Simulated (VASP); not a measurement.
Write the native input for VASP 6.6.1 that does the following.

```
Task                   : single point
Functional             : PBE
Potentials or basis    : VASP PAW PBE potentials, release 64 (Pd)
Cutoff                 : 500 eV
k mesh                 : 24 × 24 × 14
Occupations            : gaussian, width 0.15 eV
Spin                   : collinear spin
Starting moments       : [0.41, 0.41] μB
Dipole correction      : no
Further INCAR settings : ALGO = Normal; EDIFF = 1e-06; NBANDS = 21
```

The structure of Pd lies in POSCAR:

```
Pd
1.0
    2.7766833193      0.0000000000      0.0000000000
   -1.3883416596      2.4046782928      0.0000000000
    0.0000000000      0.0000000000      4.6208660009
Pd
2
Direct
    0.6666666667      0.3333333333      0.7500000000
    0.3333333333      0.6666666667      0.2500000000
```

This isn't the form of Pd at room conditions, which is fcc.

One way to write it, as run:

INCAR

```
PREC     = Accurate       # precision mode
ENCUT    = 500            # plane-wave cutoff, eV
EDIFF    = 1E-6           # SCF threshold, eV
ISMEAR   = 0              # smearing method
SIGMA    = 0.15           # smearing width, eV
LREAL    = F              # projectors in reciprocal space
LASPH    = T              # aspherical terms in the spheres
NELM     = 200            # most SCF steps
ALGO     = Normal         # electronic algorithm
ISIF     = 2              # what is computed and relaxed
LWAVE    = F              # write WAVECAR
LCHARG   = F              # write CHGCAR
ISPIN    = 2              # spin polarisation
MAGMOM   = 0.41 0.41      # initial moments
LORBIT   = 11             # projections on sites
LMAXMIX  = 4              # l up to which the mixer works
GGA      = PE             # functional
NBANDS   = 21             # bands
GGA_COMPAT= F
```

KPOINTS

```
Automatic mesh
0
Gamma
  24 24 14
```

Potentials or basis: VASP PAW PBE potentials, release 64 (Pd).

The run is started by

```sh
$ cat potpaw_PBE.64/Pd/POTCAR > POTCAR
$ mpirun -np 1 vasp_std > vasp.out
```

Results of the run:

* Pressure: -0.3 GPa
* Net moment: 0.57 μB per cell
* Site moments: Pd +0.29 μB
* Valence electrons inside the program's atomic spheres: Pd 9.35

Wall time 2.8 min on 1 thread of Intel(R) Xeon(R) 6975P-C (Granite Rapids) (shared host), peak memory 0.47 GiB.
